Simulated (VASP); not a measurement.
# Ta in VASP: relaxation of the atoms with LDA

Aim: the relaxation of the atoms of Ta with LDA.

Program: VASP 6.6.1. These are calculated values, not measurements. Logs are shortened: lines on timing, memory, paths and dates and some standing lists are left out, and cuts for length are marked.

### Step 1. The cell of the first run

The cell holds a slab with vacuum, 6 atoms: a = 4.600 Å, b = 4.600 Å, c = 18.695 Å, α = 90.00°, β = 90.00°, γ = 120.00°.

### Step 2. Relaxation of the atoms, LDA

Contents of INCAR:

```
PREC     = Accurate       # precision mode
ENCUT    = 520            # plane-wave cutoff, eV
EDIFF    = 1E-6           # SCF threshold, eV
ISMEAR   = 0              # smearing method
SIGMA    = 0.1            # smearing width, eV
LREAL    = False          # projectors in reciprocal space
LASPH    = True           # aspherical terms in the spheres
NELM     = 100            # most SCF steps
ALGO     = Fast           # electronic algorithm
ISIF     = 2              # what is computed and relaxed
LWAVE    = False          # write WAVECAR
LCHARG   = False          # write CHGCAR
LDIPOL   = True         
IDIPOL   = 3            
DIPOL    = 0.5 0.5 0.500
GGA      = CA             # functional
IBRION   = 2              # ionic algorithm
NSW      = 70             # ionic steps
EDIFFG   = -0.03          # ionic threshold
```

Contents of KPOINTS:

```
Automatic mesh
0
Gamma
  9 9 1
```

Contents of POSCAR:

```
Ta
1.0
    4.6002247516      0.0000000000      0.0000000000
   -2.3001123758      3.9839114980      0.0000000000
    0.0000000000      0.0000000000     18.6950847265
Ta
6
Selective dynamics
Direct
    0.6666666667      0.3333333333      0.3744299693  F F F
    0.3333333333      0.6666666667      0.4246579816  F F F
    0.0000000000      0.0000000000      0.4748859939  F F F
    0.6666666667      0.3333333333      0.5251140061  T T T
    0.3333333333      0.6666666667      0.5753420184  T T T
    0.0000000000      0.0000000000      0.6255700307  T T T
```

Potentials or basis: VASP PAW LDA potentials, release 64 (Ta_pv).

Run with:

```
cat potpaw_LDA.64/Ta_pv/POTCAR > POTCAR
mpirun -np 1 vasp_std > vasp.out
```

OUTCAR:

```text
PREC = Accurate
   ENCUT = 520
   EDIFF = 1E-6
   ISMEAR = 0
   LREAL = False
   LASPH = True
   NELM = 100
   ISIF = 2
   GGA = CA
   IBRION = 2
   NSW = 70
   EDIFFG = -0.03

 ion  position               nearest neighbor table
   1  0.667  0.333  0.374-   4 2.82   2 2.82   2 2.82   2 2.82   3 3.25   3 3.25   3 3.25
   2  0.333  0.667  0.425-   5 2.82   1 2.82   1 2.82   3 2.82   3 2.82   3 2.82   1 2.82   4 3.25
                             4 3.25   4 3.25
   3  0.000  0.000  0.475-   6 2.82   4 2.82   4 2.82   4 2.82   2 2.82   2 2.82   2 2.82   5 3.25
                             5 3.25   5 3.25   1 3.25   1 3.25   1 3.25
   4  0.667  0.333  0.525-   1 2.82   3 2.82   3 2.82   3 2.82   5 2.82   5 2.82   5 2.82   2 3.25
                             2 3.25   2 3.25   6 3.25   6 3.25   6 3.25
   5  0.333  0.667  0.575-   2 2.82   4 2.82   6 2.82   4 2.82   6 2.82   6 2.82   4 2.82   3 3.25
                             3 3.25   3 3.25
   6  0.000  0.000  0.626-   3 2.82   5 2.82   5 2.82   5 2.82   4 3.25   4 3.25   4 3.25

  LATTYP: Found a hexagonal cell.
 ALAT       =     4.6002247516
 C/A-ratio  =     4.0639502929

  Lattice vectors:

 A1 = (   4.6002247516,   0.0000000000,   0.0000000000)
 A2 = (  -2.3001123758,   3.9839114980,   0.0000000000)
 A3 = (   0.0000000000,   0.0000000000,  18.6950847265)

Analysis of symmetry for initial positions (statically):
=====================================================================
 Subroutine PRICEL returns:
 Original cell was already a primitive cell.

 Routine SETGRP: Setting up the symmetry group for a
 hexagonal supercell.

 Subroutine GETGRP returns: Found 12 space group operations
 (whereof  6 operations were pure point group operations)
 out of a pool of 24 trial point group operations.

The static configuration has the point symmetry C_3v.
 The point group associated with its full space group is D_3d.

Analysis of symmetry for dynamics (positions and initial velocities):
=====================================================================
 Subroutine PRICEL returns:
 Original cell was already a primitive cell.

 Routine SETGRP: Setting up the symmetry group for a
 hexagonal supercell.

 Subroutine GETGRP returns: Found 12 space group operations
 (whereof  6 operations were pure point group operations)
 out of a pool of 24 trial point group operations.

The dynamic configuration has the point symmetry C_3v.
 The point group associated with its full space group is D_3d.

Analysis of constrained symmetry for selective dynamics:
=====================================================================
 Subroutine PRICEL returns:
 Original cell was already a primitive cell.

 Routine SETGRP: Setting up the symmetry group for a
 hexagonal supercell.

 Subroutine GETGRP returns: Found  6 space group operations
 (whereof  6 operations were pure point group operations)
 out of a pool of 24 trial point group operations.

The constrained configuration has the point symmetry C_3v.

 Subroutine INISYM returns: Found  6 space group operations
 (whereof  6 operations are pure point group operations),
 and found     1 'primitive' translations

----------------------------------------------------------------------------------------

                                     Primitive cell

  volume of cell :     342.6227

  direct lattice vectors                    reciprocal lattice vectors
     4.600224752  0.000000000  0.000000000     0.217380683  0.125504796  0.000000000
    -2.300112376  3.983911498  0.000000000     0.000000000  0.251009592  0.000000000
     0.000000000  0.000000000 18.695084726     0.000000000  0.000000000  0.053489996

  length of vectors
     4.600224752  4.600224752 18.695084726     0.251009592  0.251009592  0.053489996

  position of ions in fractional coordinates (direct lattice)
     0.666666667  0.333333333  0.374429969
     0.333333333  0.666666667  0.424657982
     0.000000000  0.000000000  0.474885994
     0.666666667  0.333333333  0.525114006
     0.333333333  0.666666667  0.575342018
[... 45 lines left out ...]
  0.222222  0.111111  0.000000     12.000000
  0.333333  0.111111  0.000000     12.000000
  0.444444  0.111111  0.000000      6.000000
  0.222222  0.222222  0.000000      6.000000
  0.333333  0.222222  0.000000     12.000000
  0.333333  0.333333  0.000000      2.000000
   k-points           NKPTS =     12   k-points in BZ     NKDIM =     12   number of bands    NBANDS=     39
   number of dos      NEDOS =    301   number of ions     NIONS =      6
   total plane-waves  NPLWV = 181440
   dimension x,y,z NGX =    36 NGY =   36 NGZ =  140
   dimension x,y,z NGXF=    72 NGYF=   72 NGZF=  280
   ions per type =               6
   NGX,Y,Z   is equivalent  to a cutoff of  13.01, 13.01, 12.45 a.u.
   NGXF,Y,Z  is equivalent  to a cutoff of  26.02, 26.02, 24.90 a.u.
 SYSTEM =  unknown system
   PREC   = accura    normal or accurate (medium, high low for compatibility)
   ISTART =      0    job   : 0-new  1-cont  2-samecut
   ICHARG =      2    charge: 1-file 2-atom 10-const
   ISPIN  =      1    spin polarized calculation?
   LNONCOLLINEAR =      F non collinear calculations
   LSORBIT =      F    spin-orbit coupling
   LASPH  =      T    aspherical Exc in radial PAW
   ENCUT  =  520.0 eV  38.22 Ry    6.18 a.u.   8.55  8.55 34.76*2*pi/ulx,y,z
   NELM   =    100;   NELMIN=  2; NELMDL= -5     # of ELM steps
   EDIFF  = 0.1E-05   stopping-criterion for ELM
   LREAL  =      F    real-space projection
   EDIFFG = -.3E-01   stopping-criterion for IOM
   NSW    =     70    number of steps for IOM
   IBRION =      2    ionic relax: 0-MD 1-quasi-New 2-CG
   NFREE  =      1    steps in history (QN), initial steepest desc. (CG)
   ISIF   =      2    stress and relaxation
   ISYM   =      2    0-nonsym 1-usesym 2-fastsym
   POTIM  = 0.5000    time-step for ionic-motion
   TEBEG  =    0.0;   TEEND  =   0.0 temperature during run
   PSTRESS=    0.0 pullay stress
   NELECT =      66.0000    total number of electrons
   NUPDOWN=      -1.0000    fix difference up-down
   EMIN   =  10.00;   EMAX   =-10.00  energy-range for DOS
   EFERMI =   0.00;   METHOD = LEGACY
   ISMEAR =     0;   SIGMA  =   0.10  broadening in eV -4-tet -1-fermi 0-gaus
   EFERMI_NEDOS =   21; number of points for ismear=-14 and -15
   IALGO  =     68    algorithm
   IMIX   =      4    mixing-type and parameters
     AMIX     =   0.40;   BMIX     =  1.00
     AMIX_MAG =   1.60;   BMIX_MAG =  1.00
  volume/ion in A,a.u.               =      57.10       385.36
  Fermi-wavevector in a.u.,A,eV,Ry     =   0.945477  1.786692 12.162600  0.893926
  Thomas-Fermi vector in A             =   2.073382
   LORBIT       =      0    0 simple, 1 ext, 2 COOP (PROOUT), +10 PAW based schemes
   GGA     = CA    functional components
   LHFCALC =     F    Hartree Fock is set to
   AEXX    =    0.0000 exact exchange contribution
   IVDW    =     0    specifies the selected vdW correction
   LEPSILON=     F    determine dielectric tensor
   LRPA    =     F    only Hartree local field effects (RPA)
 conjugate gradient relaxation of ions
 non-spin polarized calculation
 RMM-DIIS sequential band-by-band and
 Gauss-broadening in eV      SIGMA  =   0.10
  energy-cutoff  :      520.00
  volume of cell :      342.62
 maximum number of plane-waves:      9271
 NGX is ok and might be reduce to    36
   NGX = 17   NGY = 17   NGZ = 69

--------------------------------------- Ionic step        1  -------------------------------------------

 number of electron      66.0000003 magnetization

 Free energy of the ion-electron system (eV)
  ---------------------------------------------------
  ext. energy  EPLUGINS =         0.00000000
  ---------------------------------------------------
  free energy    TOTEN  =       -69.20193734 eV

  energy without entropy =      -69.16118703  energy(sigma->0) =      -69.18156218

------------------------ aborting loop because EDIFF is reached ----------------------------------------

 vacuum level on the upper side and lower side of the slab       (xc-potential included)        -0.139        -0.139

  FORCE on cell =-STRESS in cart. coord.  units (eV):
  Direction    XX          YY          ZZ          XY          YZ          ZX
  --------------------------------------------------------------------------------------
  -------------------------------------------------------------------------------------
  Total      -10.4941618    -10.4941618    -12.1140102      0.0000000     -0.0000000      0.0000000
  in kB      -49.0729501    -49.0729501    -56.6477086      0.0000000     -0.0000000      0.0000000
  external PRESSURE =     -51.5978696 kB  Pullay stress =       0.0000000 kB
[... 181 lines left out ...]
  FREE ENERGIE OF THE ION-ELECTRON SYSTEM (eV)
  ---------------------------------------------------
  free  energy   TOTEN  =       -69.6169061259 eV

  energy  without entropy=      -69.5906812454  energy(sigma->0) =      -69.60379369

 dipolmoment           0.000000      0.000000     -0.014101 electrons x Angstroem

--------------------------------------- Ionic step        6  -------------------------------------------

 number of electron      66.0000006 magnetization

------------------------ aborting loop because EDIFF is reached ----------------------------------------
[... 115 lines left out ...]
--------------------------------------- Ionic step        9  -------------------------------------------

 number of electron      66.0000007 magnetization

 dipolmoment           0.000000      0.000000      0.022873 electrons x Angstroem

 Free energy of the ion-electron system (eV)
  ---------------------------------------------------
  ext. energy  EPLUGINS =         0.00000000
  ---------------------------------------------------
  free energy    TOTEN  =       -69.63500217 eV

  energy without entropy =      -69.60842493  energy(sigma->0) =      -69.62171355

 E-fermi :  -0.7357     XC(G=0):  -5.1788

 val. band max:       -0.7735440899   @ k =   0.3333   0.3333   0.0000
 cond. band min:      -0.7255359309   @ k =   0.0000   0.0000   0.0000
 fundamental gap:      0.0480081590
 Fermi energy:        -0.7356660794

 k-point     1 :       0.0000    0.0000    0.0000
  band No.  band energies     occupation
      1     -35.2435      2.00000
      2     -35.1534      2.00000
      3     -34.9316      2.00000
      4     -34.9316      2.00000
      5     -34.7975      2.00000
      6     -34.7975      2.00000
[... 493 lines left out ...]
     38       0.6203      0.00000
     39       0.6587      0.00000

------------------------ aborting loop because EDIFF is reached ----------------------------------------

 vacuum level on the upper side and lower side of the slab       (xc-potential included)         0.098        -0.214

  FORCE on cell =-STRESS in cart. coord.  units (eV):
  Direction    XX          YY          ZZ          XY          YZ          ZX
  --------------------------------------------------------------------------------------
  -------------------------------------------------------------------------------------
  Total       -5.4795049     -5.4795049     -3.9081649      0.0000000      0.0000000      0.0000000
  in kB      -25.6233394    -25.6233394    -18.2754168      0.0000000      0.0000000      0.0000000
  external PRESSURE =     -23.1740319 kB  Pullay stress =       0.0000000 kB
[... 21 lines left out ...]
  FREE ENERGIE OF THE ION-ELECTRON SYSTEM (eV)
  ---------------------------------------------------
  free  energy   TOTEN  =       -69.6350021655 eV

  energy  without entropy=      -69.6084249283  energy(sigma->0) =      -69.62171355

 reached required accuracy - stopping structural energy minimisation

 vacuum level on the upper side and lower side of the slab         3.173         2.863
```

Run time: 44 min. Hardware: 1 thread of Oxide Virtual Turin-like, shared host; peak memory 0.35 GiB.

Results:

```yaml
Free_energy: -69.6350 eV
Energy_gained_by_relaxing: 72.2 meV/atom
Ionic_steps: 9
Band_gap_on_the_k_mesh: zero (bands 33 and 34 overlap by 0.06 eV)
```

The path:
| step | energy change (eV) | largest force on free atoms (eV/Å) | pressure (GPa) |
| --- | --- | --- | --- |
| 1 | 0.0000 | 2.4067 | -5.16 |
| 2 | -0.2503 | 1.5215 | -4.42 |
| 3 | -0.3706 | 0.7953 | -3.32 |
| 4 | -0.4042 | 0.4407 | -2.96 |
| 5 | -0.4150 | 0.5423 | -2.61 |
| 6 | -0.4305 | 0.1929 | -2.47 |
| 7 | -0.4329 | 0.0695 | -2.39 |
| 8 | -0.4329 | 0.0717 | -2.38 |
| 9 | -0.4331 | 0.0255 | -2.32 |

Final structure:
```
CELL_PARAMETERS angstrom
4.60022 0.00000 0.00000
-2.30011 3.98391 0.00000
0.00000 0.00000 18.69508
ATOMIC_POSITIONS crystal
Ta 0.66667 0.33333 0.37443
Ta 0.33333 0.66667 0.42466
Ta 0.00000 0.00000 0.47489
Ta 0.66667 0.33333 0.52232
Ta 0.33333 0.66667 0.56675
Ta 0.00000 0.00000 0.61024
```

Levels at points of the mesh, in eV from the Fermi level:
| k point | band 31 | band 32 | band 33 | band 34 | band 35 | band 36 |
| --- | --- | --- | --- | --- | --- | --- |
| (0.00, 0.00, 0.00) | -0.96 | -0.35 | -0.35 | 0.01 | 0.19 | 0.22 |

Caveat: spin-orbit coupling is left out, which moves the levels of the heavy elements.

The gap in the log of VASP goes by the Fermi energy; the results here count the filled bands.